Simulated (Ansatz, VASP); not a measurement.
## Two plane-wave programs on GaN

Contents of INCAR:

```
PREC = Accurate
ENCUT = 520
EDIFF = 1E-6
ISMEAR = -1
SIGMA = 0.02
LREAL = False
LASPH = True
NELM = 80
ALGO = Normal
ISIF = 2
LWAVE = False
LCHARG = True
GGA = PE
LELF = True
LVHAR = True
NBANDS = 16
```

The input KPOINTS:

```
Automatic mesh
0
Gamma
  10 10 10
```

File POSCAR:

```
GaN
1.0
    0.0000000000      2.2139409981      2.2139409981
    2.2139409981      0.0000000000      2.2139409981
    2.2139409981      2.2139409981      0.0000000000
Ga N
1 1
Direct
    0.0000000000      0.0000000000      0.0000000000
    0.5000000000      0.5000000000      0.5000000000
```

Input for Ansatz:

```yaml
crystal:
  lattice:
    - [0.0, 2.2139409981, 2.2139409981]
    - [2.2139409981, 0.0, 2.2139409981]
    - [2.2139409981, 2.2139409981, 0.0]
  atoms:
    - { symbol: Ga, position: [0.0, 0.0, 0.0] }
    - { symbol: "N", position: [0.5, 0.5, 0.5] }
kpoints:
  mp_grid: { grid: [10, 10, 10] }
  band_path:
    path:
      - [0.0, 0.0, 0.0]
      - [0.5, 0.0, 0.5]
      - [0.625, 0.25, 0.625]
      - [0.375, 0.375, 0.75]
      - [0.5, 0.5, 0.5]
      - [0.5, 0.25, 0.75]
      - [0.0, 0.171875, -0.171875]
      - [0.0, 0.5, 0.5]
    npoints: 1
hamiltonian:
  xc: pbe
scf:
  occupations: { method: fermi_dirac, width: 0.02 }
  n_extra_bands: 4
output:
  forces: true
  stress: true
  eigenvalues: true
```

Change from the starting cell: hydrostatic strain +5.0%.

Alike in both runs: task single point; functional PBE; k mesh 10 × 10 × 10; occupations fermi-dirac, width 0.02 eV; no spin polarisation.

|  | VASP | Ansatz |
| --- | --- | --- |
| version | VASP 6.6.1 | Ansatz 0.2.0 |
| potentials or method | VASP PAW PBE potentials, release 64 (Ga_d, N) | plane waves, PAW |
| plane-wave cutoff (eV) | 520 | 420 |
| valence electrons in the cell | 18 | 18 |

|  | VASP | Ansatz | Ansatz less VASP |
| --- | --- | --- | --- |
| pressure (GPa) | -17.0 | -17.6 | -0.58 |
